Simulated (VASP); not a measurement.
# Mg2Sn (Fm-3m) in VASP: a series of runs, part 2 of 2

VASP 6.6.1. The steps go on from the part before.

## (3) Single point, r2SCAN

The input, POSCAR:

```
Mg2Sn
1.0
    0.0000000000      3.3719670000      3.3719670000
    3.3719670000      0.0000000000      3.3719670000
    3.3719670000      3.3719670000      0.0000000000
Sn Mg
1 2
Direct
    0.0000000000      0.0000000000      0.0000000000
    0.2500000000      0.2500000000      0.2500000000
    0.7500000000      0.7500000000      0.7500000000
```

The input, INCAR.step1:

```
SYSTEM = Mg2Sn
PREC = Accurate ; ENCUT = 660
ISMEAR = -1 ; SIGMA = 0.05
LREAL = .False. ; LASPH = .True.
NELM = 120 ; NBANDS = 16
GGA = PE ; ALGO = Normal
EDIFF = 1E-5 ; LWAVE = .True.
LCHARG = .False. ; GGA_COMPAT = .False.
```

The input, INCAR.step2:

```
SYSTEM = Mg2Sn
PREC = Accurate ; ENCUT = 660
EDIFF = 1E-6 ; ISMEAR = -1
SIGMA = 0.05 ; LREAL = .False.
LASPH = .True. ; NELM = 120
ALGO = Normal ; ISIF = 2
LWAVE = .False. ; LCHARG = .False.
METAGGA = R2SCAN ; LMIXTAU = .True.
NBANDS = 16 ; ISTART = 1
GGA_COMPAT = .False.
```

The input, KPOINTS:

```
regular mesh
0
Gamma
  6 6 6
  0 0 0
```

Potentials or basis: VASP PAW PBE potentials, release 64 (Sn_d, Mg).

Run with:

```console
$ cat potpaw_PBE.64/Sn_d/POTCAR potpaw_PBE.64/Mg/POTCAR > POTCAR
$ cp INCAR.step1 INCAR
$ mpirun -np 1 vasp_std > vasp.out
$ cp INCAR.step2 INCAR
$ mpirun -np 1 vasp_std > vasp.out
```

OUTCAR:

```text
SYSTEM = Mg2Sn
   PREC = Accurate
   ENCUT = 660
   EDIFF = 1E-6
   ISMEAR = -1
   LREAL = .False.
   LASPH = .True.
   NELM = 120
   ISIF = 2
   METAGGA = R2SCAN
   ISTART = 1

 ion  position               nearest neighbor table
   1  0.000  0.000  0.000-   2 2.92   3 2.92   3 2.92   3 2.92   3 2.92   2 2.92   2 2.92   2 2.92

   2  0.250  0.250  0.250-   1 2.92   1 2.92   1 2.92   1 2.92   3 3.37   3 3.37   3 3.37   3 3.37
                             3 3.37   3 3.37
   3  0.750  0.750  0.750-   1 2.92   1 2.92   1 2.92   1 2.92   2 3.37   2 3.37   2 3.37   2 3.37
                             2 3.37   2 3.37

  LATTYP: Found a face centered cubic cell.
 ALAT       =     6.7439340000

  Lattice vectors:

 A1 = (   0.0000000000,   3.3719670000,   3.3719670000)
 A2 = (   3.3719670000,   0.0000000000,   3.3719670000)
 A3 = (   3.3719670000,   3.3719670000,   0.0000000000)

Analysis of symmetry for initial positions (statically):
=====================================================================
 Subroutine PRICEL returns:
 Original cell was already a primitive cell.

 Routine SETGRP: Setting up the symmetry group for a
 face centered cubic supercell.

 Subroutine GETGRP returns: Found 48 space group operations
 (whereof 48 operations were pure point group operations)
 out of a pool of 48 trial point group operations.

The static configuration has the point symmetry O_h .

Analysis of symmetry for dynamics (positions and initial velocities):
=====================================================================
 Subroutine PRICEL returns:
 Original cell was already a primitive cell.

 Routine SETGRP: Setting up the symmetry group for a
 face centered cubic supercell.

 Subroutine GETGRP returns: Found 48 space group operations
 (whereof 48 operations were pure point group operations)
 out of a pool of 48 trial point group operations.

The dynamic configuration has the point symmetry O_h .

 Subroutine INISYM returns: Found 48 space group operations
 (whereof 48 operations are pure point group operations),
 and found     1 'primitive' translations

----------------------------------------------------------------------------------------

                                     Primitive cell

  volume of cell :      76.6796

  direct lattice vectors                    reciprocal lattice vectors
     0.000000000  3.371967000  3.371967000    -0.148281404  0.148281404  0.148281404
     3.371967000  0.000000000  3.371967000     0.148281404 -0.148281404  0.148281404
     3.371967000  3.371967000  0.000000000     0.148281404  0.148281404 -0.148281404

  length of vectors
     4.768681463  4.768681463  4.768681463     0.256830925  0.256830925  0.256830925

  position of ions in fractional coordinates (direct lattice)
     0.000000000  0.000000000  0.000000000
     0.250000000  0.250000000  0.250000000
     0.750000000  0.750000000  0.750000000

  ion indices of the primitive-cell ions
   primitive index   ion index
                 1           1
                 2           2
                 3           3

----------------------------------------------------------------------------------------

 KPOINTS: regular mesh

Automatic generation of k-mesh.
 Grid dimensions read from file:
 generate k-points for:    6    6    6

 Generating k-lattice:

  Cartesian coordinates                     Fractional coordinates (reciprocal lattice)
    -0.024713567  0.024713567  0.024713567     0.166666667  0.000000000  0.000000000
     0.024713567 -0.024713567  0.024713567     0.000000000  0.166666667  0.000000000
     0.024713567  0.024713567 -0.024713567     0.000000000  0.000000000  0.166666667

  Length of vectors
     0.042805154  0.042805154  0.042805154

  Shift w.r.t. Gamma in fractional coordinates (k-lattice)
     0.000000000  0.000000000  0.000000000

 Subroutine IBZKPT returns following result:
 ===========================================

 Found     16 irreducible k-points:

 Following reciprocal coordinates:
            Coordinates               Weight
  0.000000  0.000000  0.000000      1.000000
  0.166667  0.000000  0.000000      8.000000
  0.333333  0.000000  0.000000      8.000000
  0.500000  0.000000  0.000000      4.000000
  0.166667  0.166667  0.000000      6.000000
  0.333333  0.166667  0.000000     24.000000
[... 8 lines left out ...]
 -0.333333  0.333333  0.166667     24.000000
 -0.333333  0.500000  0.166667     12.000000
   k-points           NKPTS =     16   k-points in BZ     NKDIM =     16   number of bands    NBANDS=     16
   number of dos      NEDOS =    301   number of ions     NIONS =      3
   total plane-waves  NPLWV =  64000
   dimension x,y,z NGX =    40 NGY =   40 NGZ =   40
   dimension x,y,z NGXF=    80 NGYF=   80 NGZF=   80
   ions per type =               1   2
   NGX,Y,Z   is equivalent  to a cutoff of  13.94, 13.94, 13.94 a.u.
   NGXF,Y,Z  is equivalent  to a cutoff of  27.89, 27.89, 27.89 a.u.
 SYSTEM =  Mg2Sn
   PREC   = accura    normal or accurate (medium, high low for compatibility)
   ISTART =      1    job   : 0-new  1-cont  2-samecut
   ICHARG =      0    charge: 1-file 2-atom 10-const
   ISPIN  =      1    spin polarized calculation?
   LNONCOLLINEAR =      F non collinear calculations
   LSORBIT =      F    spin-orbit coupling
   LASPH  =      T    aspherical Exc in radial PAW
   ENCUT  =  660.0 eV  48.51 Ry    6.96 a.u.   9.99  9.99  9.99*2*pi/ulx,y,z
   NELM   =    120;   NELMIN=  2; NELMDL=  0     # of ELM steps
   EDIFF  = 0.1E-05   stopping-criterion for ELM
   LREAL  =      F    real-space projection
   EDIFFG = 0.1E-04   stopping-criterion for IOM
   NSW    =      0    number of steps for IOM
   IBRION =     -1    ionic relax: 0-MD 1-quasi-New 2-CG
   NFREE  =      0    steps in history (QN), initial steepest desc. (CG)
   ISIF   =      2    stress and relaxation
   ISYM   =      2    0-nonsym 1-usesym 2-fastsym
   POTIM  = 0.5000    time-step for ionic-motion
   TEBEG  =    0.0;   TEEND  =   0.0 temperature during run
   PSTRESS=    0.0 pullay stress
   NELECT =      18.0000    total number of electrons
   NUPDOWN=      -1.0000    fix difference up-down
   EMIN   =  10.00;   EMAX   =-10.00  energy-range for DOS
   EFERMI =   0.00;   METHOD = LEGACY
   ISMEAR =    -1;   SIGMA  =   0.05  broadening in eV -4-tet -1-fermi 0-gaus
   EFERMI_NEDOS =   21; number of points for ismear=-14 and -15
   IALGO  =     38    algorithm
   IMIX   =      4    mixing-type and parameters
     AMIX     =   0.40;   BMIX     =  1.00
     AMIX_MAG =   1.60;   BMIX_MAG =  1.00
  volume/ion in A,a.u.               =      25.56       172.49
  Fermi-wavevector in a.u.,A,eV,Ry     =   1.009886  1.908408 13.876170  1.019870
  Thomas-Fermi vector in A             =   2.142842
   LORBIT       =      0    0 simple, 1 ext, 2 COOP (PROOUT), +10 PAW based schemes
   METAGGA = R2SCAN    functional components
   LHFCALC =     F    Hartree Fock is set to
   AEXX    =    0.0000 exact exchange contribution
   IVDW    =     0    specifies the selected vdW correction
   LEPSILON=     F    determine dielectric tensor
   LRPA    =     F    only Hartree local field effects (RPA)
 non-spin polarized calculation
  energy-cutoff  :      660.00
  volume of cell :       76.68
 maximum number of plane-waves:      2970
   NGX = 19   NGY = 19   NGZ = 19

 number of electron      18.0000001 magnetization

 Free energy of the ion-electron system (eV)
  ---------------------------------------------------
  ext. energy  EPLUGINS =         0.00000000
  ---------------------------------------------------
  free energy    TOTEN  =       -33.80956761 eV

  energy without entropy =      -33.80840450  energy(sigma->0) =      -33.80898605

 E-fermi :   4.3396     XC(G=0):  -9.3216

 val. band max:        4.2476548963   @ k =   0.0000   0.0000   0.0000
 cond. band min:       4.4318334535   @ k =   0.5000   0.5000   0.0000
 fundamental gap:      0.1841785572
 Fermi energy:         4.3396364702

 k-point     1 :       0.0000    0.0000    0.0000
  band No.  band energies     occupation
      1     -17.2037      2.00000
      2     -17.2037      2.00000
      3     -17.2037      2.00000
      4     -17.1555      2.00000
      5     -17.1555      2.00000
      6      -5.2759      2.00000
[... 281 lines left out ...]
      3     -17.1952      2.00000
      4     -17.1570      2.00000
      5     -17.1527      2.00000
      6      -3.3538      2.00000
[... 8 lines left out ...]
     15      12.8981      0.00000
     16      13.1975      0.00000

------------------------ aborting loop because EDIFF is reached ----------------------------------------

  FORCE on cell =-STRESS in cart. coord.  units (eV):
  Direction    XX          YY          ZZ          XY          YZ          ZX
  --------------------------------------------------------------------------------------
  -------------------------------------------------------------------------------------
  Total        0.0551865      0.0551865      0.0551865      0.0000000      0.0000000      0.0000000
  in kB        1.1530898      1.1530898      1.1530898      0.0000000      0.0000000      0.0000000
  external PRESSURE =       1.1530898 kB  Pullay stress =       0.0000000 kB

 VOLUME and BASIS-vectors are now :
 -----------------------------------------------------------------------------
  energy-cutoff  :      660.00
  volume of cell :       76.68
      direct lattice vectors                 reciprocal lattice vectors
     0.000000000  3.371967000  3.371967000    -0.148281404  0.148281404  0.148281404
     3.371967000  0.000000000  3.371967000     0.148281404 -0.148281404  0.148281404
     3.371967000  3.371967000  0.000000000     0.148281404  0.148281404 -0.148281404

 POSITION                                       TOTAL-FORCE (eV/Angst)
 -----------------------------------------------------------------------------------
      0.00000      0.00000      0.00000        -0.000000      0.000000      0.000000
      1.68598      1.68598      1.68598         0.000000      0.000000     -0.000000
      5.05795      5.05795      5.05795        -0.000000     -0.000000     -0.000000
 -----------------------------------------------------------------------------------
    total drift:                               -0.000000      0.000000     -0.000000

  FREE ENERGIE OF THE ION-ELECTRON SYSTEM (eV)
  ---------------------------------------------------
  free  energy   TOTEN  =       -33.8095676063 eV

  energy  without entropy=      -33.8084045015  energy(sigma->0) =      -33.80898605
```

It took 94 s on 1 thread of Intel Xeon Platinum 8375C at 2.90GHz (Ice Lake), shared host; peak memory 0.27 GiB.

Results:

```yaml
Free_energy: -33.8096 eV
Pressure: 0.1 GPa
```

Caveat: the PAW data sets were made with another functional, which shifts forces and pressure a little; spin-orbit coupling is left out, which moves the levels of the heavy elements.
